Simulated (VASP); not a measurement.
Li6Ru, 7 atoms in the cell. Symmetry: Fm-3m, No. 225, cubic system. Conventional cell: a = 7.750 Å, b = 7.750 Å, c = 7.750 Å, α = 90.00°, β = 90.00°, γ = 90.00°. Li (site symmetry mmm) has 8 Li at 2.74 Å and 2 Ru at 2.74 Å within 3.6 Å. Within 3.6 Å of Ru (site symmetry m-3m) lie 12 Li at 2.74 Å. 

| Quantity | Value |
| --- | --- |
| Program | VASP 6.6.1 |
| Task | single point |
| Functional | PBE |
| Potentials or basis | VASP PAW PBE potentials, release 64 (Li_sv, Ru_pv) |
| Cutoff | 520 eV |
| k mesh | 4 × 4 × 4 |
| Occupations | gaussian, width 0.1 eV |
| Spin | collinear spin, ferromagnetic start |
| Starting moments | [0.0, 0.0, 0.0, 0.0, 0.0, 0.0, 1.0] μB |
| Dipole correction | no |
| Further INCAR settings | ALGO = Fast; EDIFF = 1e-06; NBANDS = 29 |

Potentials or basis: VASP PAW PBE potentials, release 64 (Li_sv, Ru_pv).

Command:

```console
$ cat potpaw_PBE.64/Li_sv/POTCAR potpaw_PBE.64/Ru_pv/POTCAR > POTCAR
$ mpirun -np 1 vasp_std > vasp.out
```

Hardware: 1 thread of Intel(R) Xeon(R) Platinum 8375C CPU @ 2.90GHz (Ice Lake) (shared host).

Problem. Estimate the wall time of this run.

Solution. Run time: 2.5 min on 1 thread of Intel(R) Xeon(R) Platinum 8375C CPU @ 2.90GHz (Ice Lake), on a shared host, peak memory 0.32 GiB. Counts: scf iterations 17, k points 8.
